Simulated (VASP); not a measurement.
# C6F in VASP: further runs

The runs below take C6F through single point, with PBE.

Everything below comes from runs of VASP 6.6.1. Logs are shortened: lines on timing, memory, paths and dates and some standing lists are left out, and cuts for length are marked.

### 1 The cell of the first run

The cell holds a wire or tube with vacuum around it, 14 atoms: a = 4.933 Å, b = 8.872 Å, c = 22.791 Å, α = 90.00°, β = 90.00°, γ = 97.99°.

### 2 Single point, PBE

INCAR reads:

```
SYSTEM = C6F
  PREC = Accurate
  ENCUT = 520
  EDIFF = 1E-6
  ISMEAR = 0
  SIGMA = 0.1
  LREAL = .FALSE.
  LASPH = .TRUE.
  NELM = 80
  ALGO = Normal
  ISIF = 2
  LWAVE = .FALSE.
  LCHARG = .FALSE.
  LDIPOL = .TRUE.
  IDIPOL = 3
  DIPOL = 0.5 0.5 0.301
  GGA = PE
  NBANDS = 44
```

KPOINTS reads:

```
regular mesh
0
G
  6 3 1
  0 0 0
```

POSCAR reads:

```
C6F
1.0
    4.9326910638      0.0000000000      0.0000000000
   -1.2331727660      8.7858796652      0.0000000000
    0.0000000000      0.0000000000     22.7907133601
C F
12 2
Direct
    0.0197005045      0.0788020181      0.1755100833
    0.5197005045      0.0788020181      0.1755100833
    0.2746256306      0.0985025226      0.2058124649
    0.7746256306      0.0985025226      0.2058124649
    0.2844758829      0.1379035317      0.2664172282
    0.7844758829      0.1379035317      0.2664172282
    0.0392967129      0.1571967721      0.2959398811
    0.5392967129      0.1571967721      0.2959398811
    0.0496770087      0.1987214849      0.3592739166
    0.5496770087      0.1987214849      0.3592739166
    0.3040736953      0.2163110607      0.3857147085
    0.8040736953      0.2163110607      0.3857147085
    0.3040736953      0.1362840157      0.4208167252
    0.3040736953      0.2963381057      0.4208167252
```

Potentials or basis: VASP PAW PBE potentials, release 64 (C, F).

The run is started by

```console
cat potpaw_PBE.64/C/POTCAR potpaw_PBE.64/F/POTCAR > POTCAR
mpirun -np 1 vasp_std > vasp.out
```

OUTCAR:

```text
SYSTEM = C6F
   PREC = Accurate
   ENCUT = 520
   EDIFF = 1E-6
   ISMEAR = 0
   LREAL = .FALSE.
   LASPH = .TRUE.
   NELM = 80
   ISIF = 2
   GGA = PE

 ion  position               nearest neighbor table
   1  0.020  0.079  0.176-   3 1.42   4 1.42
   2  0.520  0.079  0.176-   4 1.42   3 1.42
   3  0.275  0.099  0.206-   1 1.42   2 1.42   5 1.42
   4  0.775  0.099  0.206-   2 1.42   1 1.42   6 1.42
   5  0.284  0.138  0.266-   8 1.41   7 1.41   3 1.42
   6  0.784  0.138  0.266-   7 1.41   8 1.41   4 1.42
   7  0.039  0.157  0.296-   6 1.41   5 1.41   9 1.49
   8  0.539  0.157  0.296-   5 1.41   6 1.41  10 1.49
   9  0.050  0.199  0.359-  11 1.38  12 1.38   7 1.49
  10  0.550  0.199  0.359-  12 1.38  11 1.38   8 1.49  13 1.89
  11  0.304  0.216  0.386-  13 1.07  14 1.07   9 1.38  10 1.38
  12  0.804  0.216  0.386-  10 1.38   9 1.38
  13  0.304  0.136  0.421-  11 1.07  14 1.42  10 1.89
  14  0.304  0.296  0.421-  11 1.07  13 1.42

  LATTYP: Found a simple monoclinic cell.
 ALAT       =     4.9326910638
 B/A-ratio  =     4.6203407157
 C/A-ratio  =     1.7986126829
 COS(beta)  =    -0.1389960175

  Lattice vectors:

 A1 = (   4.9326910638,   0.0000000000,   0.0000000000)
 A2 = (   0.0000000000,   0.0000000000, -22.7907133601)
 A3 = (  -1.2331727660,   8.7858796652,   0.0000000000)

Analysis of symmetry for initial positions (statically):
=====================================================================
 Subroutine PRICEL returns:
 Original cell was already a primitive cell.

 Routine SETGRP: Setting up the symmetry group for a
 simple monoclinic supercell.

 Subroutine GETGRP returns: Found  1 space group operations
 (whereof  1 operations were pure point group operations)
 out of a pool of  4 trial point group operations.

The static configuration has the point symmetry C_1 .

Analysis of symmetry for dynamics (positions and initial velocities):
=====================================================================
 Subroutine PRICEL returns:
 Original cell was already a primitive cell.

 Routine SETGRP: Setting up the symmetry group for a
 simple monoclinic supercell.

 Subroutine GETGRP returns: Found  1 space group operations
 (whereof  1 operations were pure point group operations)
 out of a pool of  4 trial point group operations.

The dynamic configuration has the point symmetry C_1 .

 Subroutine INISYM returns: Found  1 space group operations
 (whereof  1 operations are pure point group operations),
 and found     1 'primitive' translations

----------------------------------------------------------------------------------------

                                     Primitive cell

  volume of cell :     987.7046

  direct lattice vectors                    reciprocal lattice vectors
     4.932691064  0.000000000  0.000000000     0.202729096  0.028454749  0.000000000
    -1.233172766  8.785879665  0.000000000     0.000000000  0.113818996  0.000000000
     0.000000000  0.000000000 22.790713360     0.000000000  0.000000000  0.043877521

  length of vectors
     4.932691064  8.872000708 22.790713360     0.204716289  0.113818996  0.043877521

  position of ions in fractional coordinates (direct lattice)
     0.019700505  0.078802018  0.175510083
     0.519700505  0.078802018  0.175510083
     0.274625631  0.098502523  0.205812465
     0.774625631  0.098502523  0.205812465
     0.284475883  0.137903532  0.266417228
     0.784475883  0.137903532  0.266417228
     0.039296713  0.157196772  0.295939881
     0.539296713  0.157196772  0.295939881
     0.049677009  0.198721485  0.359273917
     0.549677009  0.198721485  0.359273917
     0.304073695  0.216311061  0.385714708
     0.804073695  0.216311061  0.385714708
     0.304073695  0.136284016  0.420816725
     0.304073695  0.296338106  0.420816725

  ion indices of the primitive-cell ions
   primitive index   ion index
                 1           1
[... 27 lines left out ...]
     0.000000000  0.000000000  0.043877521     0.000000000  0.000000000  1.000000000

  Length of vectors
     0.034119382  0.037939665  0.043877521

  Shift w.r.t. Gamma in fractional coordinates (k-lattice)
     0.000000000  0.000000000  0.000000000

 Subroutine IBZKPT returns following result:
 ===========================================

 Found     10 irreducible k-points:

 Following reciprocal coordinates:
            Coordinates               Weight
  0.000000  0.000000  0.000000      1.000000
  0.166667  0.000000  0.000000      2.000000
  0.333333  0.000000  0.000000      2.000000
  0.500000  0.000000  0.000000      1.000000
  0.000000  0.333333  0.000000      2.000000
  0.166667  0.333333  0.000000      2.000000
  0.333333  0.333333  0.000000      2.000000
  0.500000  0.333333  0.000000      2.000000
 -0.333333  0.333333  0.000000      2.000000
 -0.166667  0.333333  0.000000      2.000000
   k-points           NKPTS =     10   k-points in BZ     NKDIM =     10   number of bands    NBANDS=     44
   number of dos      NEDOS =    301   number of ions     NIONS =     14
   total plane-waves  NPLWV = 504000
   dimension x,y,z NGX =    40 NGY =   70 NGZ =  180
   dimension x,y,z NGXF=    80 NGYF=  140 NGZF=  360
   ions per type =              12   2
   NGX,Y,Z   is equivalent  to a cutoff of  13.48, 13.12, 13.13 a.u.
   NGXF,Y,Z  is equivalent  to a cutoff of  26.96, 26.23, 26.26 a.u.
 SYSTEM =  C6F
   PREC   = accura    normal or accurate (medium, high low for compatibility)
   ISTART =      0    job   : 0-new  1-cont  2-samecut
   ICHARG =      2    charge: 1-file 2-atom 10-const
   ISPIN  =      1    spin polarized calculation?
   LNONCOLLINEAR =      F non collinear calculations
   LSORBIT =      F    spin-orbit coupling
   LASPH  =      T    aspherical Exc in radial PAW
   ENCUT  =  520.0 eV  38.22 Ry    6.18 a.u.   9.17 16.50 42.38*2*pi/ulx,y,z
   NELM   =     80;   NELMIN=  2; NELMDL= -5     # of ELM steps
   EDIFF  = 0.1E-05   stopping-criterion for ELM
   LREAL  =      F    real-space projection
   EDIFFG = 0.1E-04   stopping-criterion for IOM
   NSW    =      0    number of steps for IOM
   IBRION =     -1    ionic relax: 0-MD 1-quasi-New 2-CG
   NFREE  =      0    steps in history (QN), initial steepest desc. (CG)
   ISIF   =      2    stress and relaxation
   ISYM   =      2    0-nonsym 1-usesym 2-fastsym
   POTIM  = 0.5000    time-step for ionic-motion
   TEBEG  =    0.0;   TEEND  =   0.0 temperature during run
   PSTRESS=    0.0 pullay stress
   NELECT =      62.0000    total number of electrons
   NUPDOWN=      -1.0000    fix difference up-down
   EMIN   =  10.00;   EMAX   =-10.00  energy-range for DOS
   EFERMI =   0.00;   METHOD = LEGACY
   ISMEAR =     0;   SIGMA  =   0.10  broadening in eV -4-tet -1-fermi 0-gaus
   EFERMI_NEDOS =   21; number of points for ismear=-14 and -15
   IALGO  =     38    algorithm
   IMIX   =      4    mixing-type and parameters
     AMIX     =   0.40;   BMIX     =  1.00
     AMIX_MAG =   1.60;   BMIX_MAG =  1.00
  volume/ion in A,a.u.               =      70.55       476.10
  Fermi-wavevector in a.u.,A,eV,Ry     =   0.650623  1.229500  5.759494  0.423311
  Thomas-Fermi vector in A             =   1.719962
   LORBIT       =      0    0 simple, 1 ext, 2 COOP (PROOUT), +10 PAW based schemes
   GGA     = PE    functional components
   LHFCALC =     F    Hartree Fock is set to
   AEXX    =    0.0000 exact exchange contribution
   IVDW    =     0    specifies the selected vdW correction
   LEPSILON=     F    determine dielectric tensor
   LRPA    =     F    only Hartree local field effects (RPA)
 non-spin polarized calculation
 Gauss-broadening in eV      SIGMA  =   0.10
  energy-cutoff  :      520.00
  volume of cell :      987.70
 maximum number of plane-waves:     26638
 NGX is ok and might be reduce to    40
   NGX = 19   NGY = 33   NGZ = 85

 dipolmoment           0.000000      0.000000      0.327264 electrons x Angstroem

 number of electron      61.9999999 magnetization

 dipolmoment           0.000000      0.000000     -0.137067 electrons x Angstroem

 Free energy of the ion-electron system (eV)
  ---------------------------------------------------
  ext. energy  EPLUGINS =         0.00000000
  ---------------------------------------------------
  free energy    TOTEN  =       -93.41836473 eV

  energy without entropy =      -93.38270386  energy(sigma->0) =      -93.40053429

 E-fermi :  -4.5218     XC(G=0):  -1.9280

 val. band max:       -4.5791857768   @ k =   0.5000   0.3333   0.0000
 cond. band min:      -4.5200449154   @ k =   0.5000   0.0000   0.0000
 fundamental gap:      0.0591408614
 Fermi energy:        -4.5217675197

 k-point     1 :       0.0000    0.0000    0.0000
  band No.  band energies     occupation
      1     -40.1014      2.00000
      2     -31.5476      2.00000
      3     -23.2368      2.00000
      4     -21.6152      2.00000
      5     -20.4527      2.00000
      6     -19.3549      2.00000
[... 449 lines left out ...]
     42       1.8666      0.00000
     43       2.0417      0.00000
 [bands above 43 left out]

------------------------ aborting loop because EDIFF is reached ----------------------------------------

 vacuum level on the upper side and lower side of the slab       (xc-potential included)        -0.303         0.258

  FORCE on cell =-STRESS in cart. coord.  units (eV):
  Direction    XX          YY          ZZ          XY          YZ          ZX
  --------------------------------------------------------------------------------------
  -------------------------------------------------------------------------------------
  Total       11.8696162     67.8065189     40.7029063     -7.4699644     -0.3443954      0.1457152
  in kB       19.2539648    109.9904415     66.0250771    -12.1171931     -0.5586513      0.2363678
  external PRESSURE =      65.0898278 kB  Pullay stress =       0.0000000 kB

 VOLUME and BASIS-vectors are now :
 -----------------------------------------------------------------------------
  energy-cutoff  :      520.00
  volume of cell :      987.70
      direct lattice vectors                 reciprocal lattice vectors
     4.932691064  0.000000000  0.000000000     0.202729096  0.028454749  0.000000000
    -1.233172766  8.785879665  0.000000000     0.000000000  0.113818996  0.000000000
     0.000000000  0.000000000 22.790713360     0.000000000  0.000000000  0.043877521

 POSITION                                       TOTAL-FORCE (eV/Angst)
 -----------------------------------------------------------------------------------
     -0.00000      0.69235      4.00000        -0.310182      0.404307      1.518476
      2.46635      0.69235      4.00000         0.304628      0.384456      1.509046
      1.23317      0.86543      4.69061        -0.003010     -0.756326     -2.876687
      3.69952      0.86543      4.69061         0.002498     -0.675461     -2.704985
      1.23317      1.21160      6.07184        -0.043890      0.294401      0.933996
      3.69952      1.21160      6.07184         0.035247      0.131851      1.005402
     -0.00001      1.38111      6.74468        -0.755826      0.363763      1.273983
      2.46633      1.38111      6.74468         0.717336      0.247736      1.359983
     -0.00002      1.74594      8.18811        -6.101131     -0.988959     -7.207055
      2.46633      1.74594      8.18811         6.290575      0.467177     -7.532707
      1.23315      1.90048      8.79071        -0.433154      0.462504    -30.403927
      3.69950      1.90048      8.79071         0.124650      0.088748      0.116625
      1.33184      1.19737      9.59071         5.408246    -48.644782     22.964525
      1.13447      2.60359      9.59071        -5.235986     48.220586     20.043324
 -----------------------------------------------------------------------------------
    total drift:                                0.002780     -0.001081     -0.000161

  FREE ENERGIE OF THE ION-ELECTRON SYSTEM (eV)
  ---------------------------------------------------
  free  energy   TOTEN  =       -93.4183647271 eV

  energy  without entropy=      -93.3827038595  energy(sigma->0) =      -93.40053429

 vacuum level on the upper side and lower side of the slab         1.036         1.610
```

Wall time 11 min (1 thread of AMD EPYC 9R45 (Zen 5), shared host); peak memory 1.1 GiB.

What came out:

| Property | Result |
| --- | --- |
| Free energy | -93.4184 eV |
| Largest force | 54.064 eV/Å |
| Band gap on the k mesh | 0.06 eV |

Forces on the atoms (eV/Å):
```
C    -0.310   0.404   1.518
C     0.305   0.384   1.509
C    -0.003  -0.756  -2.877
C     0.002  -0.675  -2.705
C    -0.044   0.294   0.934
C     0.035   0.132   1.005
C    -0.756   0.364   1.274
C     0.717   0.248   1.360
C    -6.101  -0.989  -7.207
C     6.291   0.467  -7.533
C    -0.433   0.463 -30.404
C     0.125   0.089   0.117
F     5.408 -48.645  22.965
F    -5.236  48.221  20.043
```

(Part 1 of 2 ends here.)
